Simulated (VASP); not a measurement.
# AlNi (P4mm) in VASP: single point with PBEsol

Aim: the single point of AlNi with PBEsol.

Program: VASP 6.6.1. These are calculated values, not measurements. Logs are shortened: lines on timing, memory, paths and dates and some standing lists are left out, and cuts for length are marked.

### Step 1. The cell of the first run

It takes space group P4mm (No. 99, tetragonal). The conventional cell has a = 2.859 Å, b = 2.859 Å, c = 2.869 Å, α = 90.00°, β = 90.00°, γ = 90.00°. Al (site symmetry 4mm) has 8 Ni at 2.42 to 2.54 Å and 6 Al at 2.86 to 2.87 Å within 3.2 Å. Ni (site symmetry 4mm) has 8 Al at 2.42 to 2.54 Å and 6 Ni at 2.86 to 2.87 Å within 3.2 Å.

### Step 2. Single point, PBEsol (atom 1 (Al) moved by (+0.000, -0.100) A along [1 1 0] and z)

INCAR

```
PREC     = Accurate       # precision mode
ENCUT    = 520            # plane-wave cutoff, eV
EDIFF    = 1E-7           # SCF threshold, eV
ISMEAR   = 0              # smearing method
SIGMA    = 0.15           # smearing width, eV
LREAL    = F              # projectors in reciprocal space
LASPH    = T              # aspherical terms in the spheres
NELM     = 80             # most SCF steps
ALGO     = Fast           # electronic algorithm
ISIF     = 2              # what is computed and relaxed
LWAVE    = F              # write WAVECAR
LCHARG   = T              # write CHGCAR
GGA      = PS             # functional
LELF     = T              # ELF
LVHAR    = T            
NBANDS   = 14             # bands
```

KPOINTS

```
Automatic mesh
0
Gamma
  20 20 20
```

POSCAR

```
AlNi
1.0
    2.0213280871     -2.0213497883      0.0000000000
    2.0213280871      2.0213497883      0.0000000000
    0.0000000000      0.0000000000      2.8694088109
Al Ni
1 1
Direct
    0.0000000000      0.0000000000     -0.0348503844
    0.5000000000      0.5000000000      0.5000000000
```

Potentials or basis: VASP PAW PBE potentials, release 64 (Al, Ni).

Started as:

```console
$ cat potpaw_PBE.64/Al/POTCAR potpaw_PBE.64/Ni/POTCAR > POTCAR
$ mpirun -np 1 vasp_std > vasp.out
```

OUTCAR:

```text
PREC = Accurate
   ENCUT = 520
   EDIFF = 1E-7
   ISMEAR = 0
   LREAL = F
   LASPH = T
   NELM = 80
   ISIF = 2
   GGA = PS

 ion  position               nearest neighbor table
   1  0.000  0.000  0.965-   2 2.42   2 2.42   2 2.42   2 2.42   2 2.54   2 2.54   2 2.54   2 2.54

   2  0.500  0.500  0.500-   1 2.42   1 2.42   1 2.42   1 2.42   1 2.54   1 2.54   1 2.54   1 2.54

  LATTYP: Found a base centered orthorhombic cell.
 ALAT       =     4.0426561742
 B/A-ratio  =     1.0000107361
 C/A-ratio  =     0.7097830454

  Lattice vectors:

 A1 = (   2.0213280871,  -2.0213497883,   0.0000000000)
 A2 = (   2.0213280871,   2.0213497883,   0.0000000000)
 A3 = (   0.0000000000,   0.0000000000,   2.8694088109)

Analysis of symmetry for initial positions (statically):
=====================================================================
 Subroutine PRICEL returns:
 Original cell was already a primitive cell.

 Routine SETGRP: Setting up the symmetry group for a
 base centered orthorhombic supercell.

 Subroutine GETGRP returns: Found  4 space group operations
 (whereof  4 operations were pure point group operations)
 out of a pool of  8 trial point group operations.

The static configuration has the point symmetry C_2v.

Analysis of symmetry for dynamics (positions and initial velocities):
=====================================================================
 Subroutine PRICEL returns:
 Original cell was already a primitive cell.

 Routine SETGRP: Setting up the symmetry group for a
 base centered orthorhombic supercell.

 Subroutine GETGRP returns: Found  4 space group operations
 (whereof  4 operations were pure point group operations)
 out of a pool of  8 trial point group operations.

The dynamic configuration has the point symmetry C_2v.

 Subroutine INISYM returns: Found  4 space group operations
 (whereof  4 operations are pure point group operations),
 and found     1 'primitive' translations

----------------------------------------------------------------------------------------

                                     Primitive cell

  volume of cell :      23.4477

  direct lattice vectors                    reciprocal lattice vectors
     2.021328087 -2.021349788  0.000000000     0.247362120 -0.247359464  0.000000000
     2.021328087  2.021349788  0.000000000     0.247362120  0.247359464  0.000000000
     0.000000000  0.000000000  2.869408811     0.000000000  0.000000000  0.348503844

  length of vectors
     2.858604940  2.858604940  2.869408811     0.349820986  0.349820986  0.348503844

  position of ions in fractional coordinates (direct lattice)
     0.000000000  0.000000000  0.965149616
     0.500000000  0.500000000  0.500000000

  ion indices of the primitive-cell ions
   primitive index   ion index
                 1           1
                 2           2

----------------------------------------------------------------------------------------

 KPOINTS: Automatic mesh

Automatic generation of k-mesh.
 Grid dimensions read from file:
 generate k-points for:   20   20   20

 Generating k-lattice:

  Cartesian coordinates                     Fractional coordinates (reciprocal lattice)
     0.012368106 -0.012367973  0.000000000     0.050000000  0.000000000  0.000000000
     0.012368106  0.012367973  0.000000000     0.000000000  0.050000000  0.000000000
     0.000000000  0.000000000  0.017425192     0.000000000  0.000000000  0.050000000

  Length of vectors
     0.017491049  0.017491049  0.017425192

  Shift w.r.t. Gamma in fractional coordinates (k-lattice)
     0.000000000  0.000000000  0.000000000

 Subroutine IBZKPT returns following result:
 ===========================================

 Found   1221 irreducible k-points:

 Following reciprocal coordinates:
            Coordinates               Weight
  0.000000  0.000000  0.000000      1.000000
  0.050000  0.000000  0.000000      4.000000
  0.100000  0.000000  0.000000      4.000000
  0.150000  0.000000  0.000000      4.000000
  0.200000  0.000000  0.000000      4.000000
  0.250000  0.000000  0.000000      4.000000
[... 16 lines left out ...]
 -0.400000  0.050000  0.000000      4.000000
 -0.350000  0.050000  0.000000      4.000000
 [... further k-points ...]
   k-points           NKPTS =   1221   k-points in BZ     NKDIM =   1221   number of bands    NBANDS=     14
   number of dos      NEDOS =    301   number of ions     NIONS =      2
   total plane-waves  NPLWV =  13824
   dimension x,y,z NGX =    24 NGY =   24 NGZ =   24
   dimension x,y,z NGXF=    48 NGYF=   48 NGZF=   48
   ions per type =               1   1
   NGX,Y,Z   is equivalent  to a cutoff of  13.96, 13.96, 13.90 a.u.
   NGXF,Y,Z  is equivalent  to a cutoff of  27.92, 27.92, 27.81 a.u.
 SYSTEM =  unknown system
   PREC   = accura    normal or accurate (medium, high low for compatibility)
   ISTART =      0    job   : 0-new  1-cont  2-samecut
   ICHARG =      2    charge: 1-file 2-atom 10-const
   ISPIN  =      1    spin polarized calculation?
   LNONCOLLINEAR =      F non collinear calculations
   LSORBIT =      F    spin-orbit coupling
   LASPH  =      T    aspherical Exc in radial PAW
   ENCUT  =  520.0 eV  38.22 Ry    6.18 a.u.   5.32  5.32  5.34*2*pi/ulx,y,z
   NELM   =     80;   NELMIN=  2; NELMDL= -5     # of ELM steps
   EDIFF  = 0.1E-06   stopping-criterion for ELM
   LREAL  =      F    real-space projection
   EDIFFG = 0.1E-05   stopping-criterion for IOM
   NSW    =      0    number of steps for IOM
   IBRION =     -1    ionic relax: 0-MD 1-quasi-New 2-CG
   NFREE  =      0    steps in history (QN), initial steepest desc. (CG)
   ISIF   =      2    stress and relaxation
   ISYM   =      2    0-nonsym 1-usesym 2-fastsym
   POTIM  = 0.5000    time-step for ionic-motion
   TEBEG  =    0.0;   TEEND  =   0.0 temperature during run
   PSTRESS=    0.0 pullay stress
   NELECT =      13.0000    total number of electrons
   NUPDOWN=      -1.0000    fix difference up-down
   EMIN   =  10.00;   EMAX   =-10.00  energy-range for DOS
   EFERMI =   0.00;   METHOD = LEGACY
   ISMEAR =     0;   SIGMA  =   0.15  broadening in eV -4-tet -1-fermi 0-gaus
   EFERMI_NEDOS =   21; number of points for ismear=-14 and -15
   IALGO  =     68    algorithm
   IMIX   =      4    mixing-type and parameters
     AMIX     =   0.40;   BMIX     =  1.00
     AMIX_MAG =   1.60;   BMIX_MAG =  1.00
  volume/ion in A,a.u.               =      11.72        79.12
  Fermi-wavevector in a.u.,A,eV,Ry     =   1.344897  2.541487 24.609512  1.808748
  Thomas-Fermi vector in A             =   2.472854
   LORBIT       =      0    0 simple, 1 ext, 2 COOP (PROOUT), +10 PAW based schemes
   GGA     = PS    functional components
   LHFCALC =     F    Hartree Fock is set to
   AEXX    =    0.0000 exact exchange contribution
   IVDW    =     0    specifies the selected vdW correction
   LEPSILON=     F    determine dielectric tensor
   LRPA    =     F    only Hartree local field effects (RPA)
 non-spin polarized calculation
 RMM-DIIS sequential band-by-band and
 Gauss-broadening in eV      SIGMA  =   0.15
  energy-cutoff  :      520.00
  volume of cell :       23.45
 maximum number of plane-waves:       655
 NGX is ok and might be reduce to    24
   NGX = 11   NGY = 11   NGZ = 11

 number of electron      13.0000011 magnetization

 Free energy of the ion-electron system (eV)
  ---------------------------------------------------
  ext. energy  EPLUGINS =         0.00000000
  ---------------------------------------------------
  free energy    TOTEN  =       -11.55921308 eV

  energy without entropy =      -11.54944652  energy(sigma->0) =      -11.55432980

 E-fermi :  10.1517     XC(G=0): -12.2591

 val. band max:       10.1424694739   @ k =  -0.3500   0.3500   0.1000
 cond. band min:      10.1525968943   @ k =   0.4000   0.4000   0.2000
 fundamental gap:      0.0101274204
 Fermi energy:        10.1516998496

 k-point     1 :       0.0000    0.0000    0.0000
  band No.  band energies     occupation
      1      -1.1164      2.00000
      2       6.8096      2.00000
      3       6.8173      2.00000
      4       8.5646      2.00000
      5       8.5647      2.00000
      6       8.5653      2.00000
      7      15.6552      0.00000
      8      15.7863      0.00000
      9      15.7864      0.00000
     10      18.3682      0.00000
     11      18.3941      0.00000
     12      24.1699      0.00000
     13      31.1590      0.00000
     14      31.2044      0.00000

 k-point     2 :       0.0500    0.0000    0.0000
  band No.  band energies     occupation
      1      -1.0695      2.00000
      2       6.8086      2.00000
      3       6.8273      2.00000
      4       8.5435      2.00000
      5       8.5437      2.00000
      6       8.5676      2.00000
      7      15.2135      0.00000
      8      15.7350      0.00000
      9      15.8484      0.00000
     10      18.3764      0.00000
     11      18.8952      0.00000
     12      24.3321      0.00000
     13      30.5905      0.00000
     14      30.7359      0.00000

 k-point     3 :       0.1000    0.0000    0.0000
  band No.  band energies     occupation
      1      -0.9293      2.00000
      2       6.7965      2.00000
      3       6.8597      2.00000
      4       8.4834      2.00000
      5       8.4842      2.00000
      6       8.5739      2.00000
      7      14.1424      0.00000
      8      15.9163      0.00000
      9      16.0314      0.00000
     10      18.3833      0.00000
     11      19.8069      0.00000
     12      24.8375      0.00000
     13      29.4738      0.00000
     14      29.5953      0.00000

 k-point     4 :       0.1500    0.0000    0.0000
  band No.  band energies     occupation
      1      -0.6966      2.00000
      2       6.7561      2.00000
      3       6.9113      2.00000
      4       8.3932      2.00000
      5       8.3948      2.00000
      6       8.5838      2.00000
      7      13.0020      0.00000
      8      16.2124      0.00000
      9      16.3272      0.00000
     10      18.3944      0.00000
     11      20.6568      0.00000
     12      25.7051      0.00000
     13      28.2658      0.00000
     14      28.3567      0.00000

 k-point     5 :       0.2000    0.0000    0.0000
  band No.  band energies     occupation
      1      -0.3734      2.00000
      2       6.6538      2.00000
      3       6.9776      2.00000
      4       8.2849      2.00000
      5       8.2871      2.00000
      6       8.5963      2.00000
      7      11.9359      0.00000
      8      16.6102      0.00000
      9      16.7248      0.00000
     10      18.4094      0.00000
     11      21.3556      0.00000
[... 276 lines left out ...]
 k-point    22 :      -0.4500    0.0500    0.0000
  band No.  band energies     occupation
      1       2.5068      2.00000
      2       4.0501      2.00000
      3       7.3028      2.00000
      4       7.8331      2.00000
      5       7.8646      2.00000
      6       8.6355      2.00000
      7       9.5323      2.00000
      8      18.1585      0.00000
      9      19.6293      0.00000
     10      19.7897      0.00000
     11      21.5388      0.00000
     12      21.8494      0.00000
     13      24.6411      0.00000
     14      25.9252      0.00000

 k-point    23 :      -0.4000    0.0500    0.0000
  band No.  band energies     occupation
      1       1.7981      2.00000
      2       4.8192      2.00000
      3       7.2635      2.00000
      4       7.8784      2.00000
      5       7.9082      2.00000
      6       8.6289      2.00000
      7       9.6547      2.00000
      8      17.8812      0.00000
      9      19.0608      0.00000
     10      19.3338      0.00000
     11      22.3323      0.00000
     12      22.6499      0.00000
     13      24.0663      0.00000
     14      26.3573      0.00000

 k-point    24 :      -0.3500    0.0500    0.0000
  band No.  band energies     occupation
      1       1.1517      2.00000
      2       5.5188      2.00000
      3       7.2043      2.00000
      4       7.9492      2.00000
      5       7.9773      2.00000
      6       8.6186      2.00000
      7       9.9119      1.97624
      8      17.4584      0.00000
      9      18.3760      0.00000
     10      19.1183      0.00000
     11      23.0988      0.00000
     12      23.3635      0.00000
     13      23.8756      0.00000
     14      26.9171      0.00000

 [... further k-points ...]

------------------------ aborting loop because EDIFF is reached ----------------------------------------

  FORCE on cell =-STRESS in cart. coord.  units (eV):
  Direction    XX          YY          ZZ          XY          YZ          ZX
  --------------------------------------------------------------------------------------
  -------------------------------------------------------------------------------------
  Total        0.1748262      0.1744213      0.0504901      0.0000000      0.0000000      0.0000000
  in kB       11.9458349     11.9181657      3.4499755      0.0000000      0.0000000      0.0000000
  external PRESSURE =       9.1046587 kB  Pullay stress =       0.0000000 kB

 VOLUME and BASIS-vectors are now :
 -----------------------------------------------------------------------------
  energy-cutoff  :      520.00
  volume of cell :       23.45
      direct lattice vectors                 reciprocal lattice vectors
     2.021328087 -2.021349788  0.000000000     0.247362120 -0.247359464  0.000000000
     2.021328087  2.021349788  0.000000000     0.247362120  0.247359464  0.000000000
     0.000000000  0.000000000  2.869408811     0.000000000  0.000000000  0.348503844

 POSITION                                       TOTAL-FORCE (eV/Angst)
 -----------------------------------------------------------------------------------
      0.00000      0.00000      2.76941         0.000000      0.000000      0.625887
      2.02133      0.00000      1.43470        -0.000000      0.000000     -0.625887
 -----------------------------------------------------------------------------------
    total drift:                               -0.000000     -0.000000     -0.000023

  FREE ENERGIE OF THE ION-ELECTRON SYSTEM (eV)
  ---------------------------------------------------
  free  energy   TOTEN  =       -11.5592130767 eV

  energy  without entropy=      -11.5494465195  energy(sigma->0) =      -11.55432980
```

It took 8.6 min on 1 thread of Intel Xeon 8259CL, shared host; peak memory 0.51 GiB.

What came out:

```yaml
Free_energy: -11.5592 eV
Pressure: 0.9 GPa
Largest_force: 0.626 eV/Å
Band_gap_on_the_k_mesh: zero (an odd number of electrons rules out a gap without spin polarisation)
```

Forces in eV/Å, atoms in the order of the input:
```
Al   0.000  0.000  0.626
Ni   0.000  0.000 -0.626
```

Caveat: the cell differs from its parent crystal (atom 1 (Al) moved by (+0.000, -0.100) A along [1 1 0] and z); the PAW data sets were made with another functional, which shifts forces and pressure a little. Spin polarisation is off, so any magnetic state and its effect on volume and gap are missing.
